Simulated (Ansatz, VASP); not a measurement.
# One calculation of Al3GaAs4, two programs

```
Al Ga As
1.0
     4.07442    0.00000    0.00000
     0.00000    4.07442    0.00000
     0.00000    0.00000   11.34133
Al Ga As
3 1 4
Direct
  0.00000 0.00000 0.75027
  0.50000 0.50000 0.00000
  0.00000 0.00000 0.24973
  0.50000 0.50000 0.50000
  0.50000 0.00000 0.87510
  0.00000 0.50000 0.12490
  0.50000 0.00000 0.37394
  0.00000 0.50000 0.62606
```

Alike in both runs: functional PBE; k mesh 4 × 4 × 2; occupations gaussian, width 0.1 eV; no spin polarisation.

Ansatz relaxed the structure, and its values are those at the end. VASP's run is a single point on that final structure, the one shown.

|  | VASP | Ansatz |
| --- | --- | --- |
| version | VASP 6.6.1 | Ansatz 0.2.0 |
| potentials or method | VASP PAW PBE potentials, release 64 (Al, Ga_d, As), cutoff 520 eV | scalar-relativistic, plane waves, PAW |
| valence electrons in the cell | 42 | 82 |

VASP gave:

| Property | Result |
| --- | --- |
| gap on the k mesh at the Fermi level (eV) | 1.23 |
| least direct gap on the mesh (eV) | 1.23 |
| pressure (GPa) | 0.3 |

Question: What did Ansatz give for the same quantities?

Answer: gap on the k mesh at the Fermi level (eV): 1.23; least direct gap on the mesh (eV): 1.23; pressure (GPa): 0.1.

VASP's potentials hold 42 valence electrons a cell and Ansatz's 82, so a difference there can come from the potentials and not from the codes.
